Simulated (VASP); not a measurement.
# W in VASP: a series of runs, part 2 of 2

VASP 6.6.1. The steps go on from the part before.

## 3. Single point, r2SCAN

The input, POSCAR:

```
W
1.0
    2.8096620000      0.0000000000      0.0000000000
    0.0000000000      4.8638700000      0.0000000000
    0.0000000000      0.0000000000      4.9236950000
W
4
Direct
    0.8040380000      0.9291260000      0.7515080000
    0.2116970000      0.4381940000      0.7613770000
    0.2170050000      0.0575400000      0.2479060000
    0.8126700000      0.5613540000      0.2512970000
```

The input, INCAR.step1:

```
PREC = Accurate ; ENCUT = 520
ISMEAR = 0 ; SIGMA = 0.1
LREAL = F ; LASPH = T
NELM = 80 ; NBANDS = 36
GGA = PE ; ALGO = Normal
EDIFF = 1E-4 ; LWAVE = T
LCHARG = F
```

The input, INCAR.step2:

```
PREC = Accurate ; ENCUT = 520
EDIFF = 1E-6 ; ISMEAR = 0
SIGMA = 0.1 ; LREAL = F
LASPH = T ; NELM = 80
ALGO = Normal ; ISIF = 2
LWAVE = F ; LCHARG = F
METAGGA = R2SCAN ; LMIXTAU = T
NBANDS = 36 ; ISTART = 1
```

The input, KPOINTS:

```
Automatic mesh
0
Gamma
  7 4 4
```

Potentials or basis: VASP PAW PBE potentials, release 64 (W_sv).

Launch:

```
$ cat potpaw_PBE.64/W_sv/POTCAR > POTCAR
$ cp INCAR.step1 INCAR
$ mpirun -np 1 vasp_std > vasp.out
$ cp INCAR.step2 INCAR
$ mpirun -np 1 vasp_std > vasp.out
```

OUTCAR:

```text
PREC = Accurate
   ENCUT = 520
   EDIFF = 1E-6
   ISMEAR = 0
   LREAL = F
   LASPH = T
   NELM = 80
   ISIF = 2
   METAGGA = R2SCAN
   ISTART = 1

 ion  position               nearest neighbor table
   1  0.804  0.929  0.752-   2 2.65   2 2.73   3 2.78   3 2.81   2 2.91   2 2.98   3 3.01   4 3.04
                             3 3.04   4 3.04
   2  0.212  0.438  0.761-   1 2.65   4 2.73   1 2.73   4 2.81   1 2.91   1 2.98   4 3.00   3 3.03
                             4 3.09   3 3.13
[... 1144 lines left out ...]
  --------------------------------------------------------------------------------------
  -------------------------------------------------------------------------------------
  Total       -3.2963758     -1.6131816     -1.6964313      0.1566071     -0.3093210      0.1933023
  in kB      -78.4910472    -38.4119765    -40.3942631      3.7290213     -7.3653397      4.6027829
  external PRESSURE =     -52.4324289 kB  Pullay stress =       0.0000000 kB

 VOLUME and BASIS-vectors are now :
 -----------------------------------------------------------------------------
  energy-cutoff  :      520.00
  volume of cell :       67.29
      direct lattice vectors                 reciprocal lattice vectors
     2.809662000  0.000000000  0.000000000     0.355914697  0.000000000  0.000000000
     0.000000000  4.863870000  0.000000000     0.000000000  0.205597600  0.000000000
     0.000000000  0.000000000  4.923695000     0.000000000  0.000000000  0.203099501

 POSITION                                       TOTAL-FORCE (eV/Angst)
 -----------------------------------------------------------------------------------
      2.25908      4.51915      3.70020         0.123854      0.592995     -0.198171
      0.59480      2.13132      3.74879         0.038133     -0.418030     -0.710056
      0.60971      0.27987      1.22061        -0.102435      0.123562      0.438446
      2.28333      2.73035      1.23731        -0.059552     -0.298528      0.469780
 -----------------------------------------------------------------------------------
    total drift:                                0.000028      0.000026      0.000014

  FREE ENERGIE OF THE ION-ELECTRON SYSTEM (eV)
  ---------------------------------------------------
  free  energy   TOTEN  =      -203.1298963030 eV

  energy  without entropy=     -203.1188845131  energy(sigma->0) =     -203.12439041
```

OUTCAR.step1:

```text
PREC = Accurate
   ENCUT = 520
   ISMEAR = 0
   LREAL = F
[... 1171 lines left out ...]
      2.25908      4.51915      3.70020         0.027062      0.501525     -0.203926
      0.59480      2.13132      3.74879         0.140430     -0.558830     -0.678552
      0.60971      0.27987      1.22061        -0.007678      0.241176      0.419427
      2.28333      2.73035      1.23731        -0.159813     -0.183871      0.463051
 -----------------------------------------------------------------------------------
    total drift:                               -0.000185     -0.000311      0.000428

  FREE ENERGIE OF THE ION-ELECTRON SYSTEM (eV)
  ---------------------------------------------------
  free  energy   TOTEN  =       -49.7962808426 eV

  energy  without entropy=      -49.7832669665  energy(sigma->0) =      -49.78977390
```

OSZICAR.step1:

```text
N       E                     dE             d eps       ncg     rms          rms(c)
DAV:   1     0.726941634057E+03    0.72694E+03   -0.33368E+04  4176   0.182E+03
DAV:   2    -0.143140461268E+02   -0.74126E+03   -0.72683E+03  4380   0.577E+02
DAV:   3    -0.511236290269E+02   -0.36810E+02   -0.35400E+02  4968   0.123E+02
DAV:   4    -0.521542545373E+02   -0.10306E+01   -0.10125E+01  4976   0.189E+01
DAV:   5    -0.521707344225E+02   -0.16480E-01   -0.16438E-01  4948   0.255E+00    0.374E+01
DAV:   6    -0.502882239822E+02    0.18825E+01   -0.27443E+00  4676   0.123E+01    0.147E+01
DAV:   7    -0.498166170530E+02    0.47161E+00   -0.15192E+00  4976   0.855E+00    0.119E+00
DAV:   8    -0.498064750939E+02    0.10142E-01   -0.10450E-01  5260   0.316E+00    0.791E-01
DAV:   9    -0.497962062179E+02    0.10269E-01   -0.29146E-02  5176   0.164E+00    0.132E-01
DAV:  10    -0.497962946413E+02   -0.88423E-04   -0.17344E-03  4932   0.378E-01    0.808E-02
DAV:  11    -0.497962808426E+02    0.13799E-04   -0.25758E-04  2892   0.179E-01
   1 F= -.49796281E+02 E0= -.49789774E+02  d E =-.130139E-01
```

Run time: 2.4 min. Hardware: 1 thread of Intel Xeon 6975P-C (Granite Rapids), shared host; peak memory 0.25 GiB.

Results:

```
Free energy            : -203.1299 eV
Pressure               : -5.2 GPa
Largest force          : 0.825 eV/Å
Band gap on the k mesh : zero (bands 28 and 29 overlap by 0.91 eV)
```

Forces on the atoms (eV/Å):
```
W    0.124  0.593 -0.198
W    0.038 -0.418 -0.710
W   -0.102  0.124  0.438
W   -0.060 -0.299  0.470
```

Caveat: the cell stands under tension; the PAW data sets were made with another functional, which shifts forces and pressure a little; spin-orbit coupling is left out, which moves the levels of the heavy elements.

## 4. Single point, r2SCAN, non-collinear spin, zero start, spin-orbit coupling

The input, POSCAR:

```
W
1.0
    2.8096620000      0.0000000000      0.0000000000
    0.0000000000      4.8638700000      0.0000000000
    0.0000000000      0.0000000000      4.9236950000
W
4
Direct
    0.7931720000      0.9368430000      0.7500000000
    0.2068280000      0.4368430000      0.7500000000
    0.2068280000      0.0631570000      0.2500000000
    0.7931720000      0.5631570000      0.2500000000
```

The input, INCAR.step1:

```
SYSTEM = W
PREC = Accurate
ENCUT = 520
ISMEAR = 0
SIGMA = 0.01
LREAL = .FALSE.
LASPH = .TRUE.
NELM = 150
MAGMOM = 0 0 0 0 0 0 0 0 0 0 0 0
LSORBIT = .TRUE.
GGA_COMPAT = .FALSE.
LMAXMIX = 4
NBANDS = 70
GGA = PE
ALGO = Normal
EDIFF = 1E-4
LWAVE = .TRUE.
LCHARG = .FALSE.
KPAR = 4
```

The input, INCAR.step2:

```
SYSTEM = W
PREC = Accurate
ENCUT = 520
EDIFF = 1E-6
ISMEAR = 0
SIGMA = 0.01
LREAL = .FALSE.
LASPH = .TRUE.
NELM = 150
ALGO = Normal
ISIF = 2
LWAVE = .FALSE.
LCHARG = .FALSE.
MAGMOM = 0 0 0 0 0 0 0 0 0 0 0 0
LORBIT = 11
LSORBIT = .TRUE.
GGA_COMPAT = .FALSE.
LORBMOM = .TRUE.
LMAXMIX = 4
METAGGA = R2SCAN
LMIXTAU = .TRUE.
NBANDS = 70
ISTART = 1
KPAR = 4
```

The input, KPOINTS:

```
regular mesh
0
G
  8 5 5
  0 0 0
```

Launch:

```
$ cat potpaw_PBE.64/W_sv/POTCAR > POTCAR
$ cp INCAR.step1 INCAR
$ mpirun -np 4 vasp_ncl > vasp.out
$ cp INCAR.step2 INCAR
$ mpirun -np 4 vasp_ncl > vasp.out
```

Wall time 18 min (4 MPI ranks of Oxide Virtual Turin-like, shared host); peak memory 0.55 GiB.

The run converged. Its results:

```yaml
Free_energy: -206.4285 eV
Pressure: -5.2 GPa
Largest_force: 0.083 eV/Å
Net_moment: 0.00 μB per cell
Valence_electrons_inside_the_program's_atomic_spheres: W 12.01
```

Forces on the atoms (eV/Å):
```
W   -0.005  0.083  0.000
W    0.005  0.083  0.000
W    0.005 -0.083  0.000
W   -0.005 -0.083  0.000
```

Stress tensor (GPa, compression positive):
```
-7.08  0.00  0.00
 0.00 -4.86  0.00
 0.00  0.00 -3.52
```

Moments on the atoms (μB; x, y, z):
```
W   0.00 0.00 0.00
W   0.00 0.00 0.00
W   0.00 0.00 0.00
W   0.00 0.00 0.00
```

Caveat: the cell stands under tension; the PAW data sets were made with another functional, which shifts forces and pressure a little.
